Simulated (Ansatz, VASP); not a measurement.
**Two plane-wave programs on C**

File INCAR:

```
SYSTEM = C
PREC     = Accurate       ! precision mode
ENCUT    = 520            ! plane-wave cutoff, eV
EDIFF    = 1E-6           ! SCF threshold, eV
ISMEAR   = -1             ! smearing method
SIGMA    = 0.1            ! smearing width, eV
LREAL    = .FALSE.        ! projectors in reciprocal space
LASPH    = .TRUE.         ! aspherical terms in the spheres
NELM     = 80             ! most SCF steps
ALGO     = Normal         ! electronic algorithm
ISIF     = 2              ! what is computed and relaxed
LWAVE    = .FALSE.        ! write WAVECAR
LCHARG   = .FALSE.        ! write CHGCAR
GGA      = PE             ! functional
NBANDS   = 8              ! bands
```

File KPOINTS:

```
Automatic mesh
0
G
  21 21 21
  0 0 0
```

File POSCAR:

```
C
1.0
   -1.2028006331      1.2028006331      1.2028006331
    1.2028006331     -1.2028006331      1.2028006331
    1.2028006331      1.2028006331     -1.2028006331
C
1
Direct
    0.0000000000      0.0000000000      0.0000000000
```

Input for Ansatz:

```yaml
crystal:
  lattice:
    - [-1.2028006331, 1.2028006331, 1.2028006331]
    - [1.2028006331, -1.2028006331, 1.2028006331]
    - [1.2028006331, 1.2028006331, -1.2028006331]
  atoms:
    - { symbol: C, position: [0.0, 0.0, 0.0] }
hamiltonian:
  xc: pbe
  pseudopotentials:
    kind: paw
    azcp:
      C: "pseudopotentials/C.paw.azcp"
basis:
  ecutwfc: 420
  fft_grid_basis: typed
kpoints:
  mp_grid: { grid: [21, 21, 21], shift: [0, 0, 0] }
magnetization:
  spin_polarized: false
scf:
  occupations: { method: fermi_dirac, width: 0.1 }
  lower_state_search: "off"
output:
  stress: true
  write_density: true
  write_potential: true
  elf: true
  volumetric_format: npy
```

Alike in both runs: task single point; functional PBE; k mesh 21 × 21 × 21; occupations fermi-dirac, width 0.1 eV; no spin polarisation.

|  | VASP | Ansatz |
| --- | --- | --- |
| version | VASP 6.6.1 | Ansatz 0.2.0 |
| potentials or method | VASP PAW PBE potentials, release 64 (C), cutoff 520 eV | plane waves (420 eV) with PAW, scalar-relativistic |
| valence electrons in the cell | 4 | 4 |

Ansatz gave:

- pressure (GPa): -7.0

Q: What did VASP give for the same quantities?

A: Pressure (GPa): -6.9.
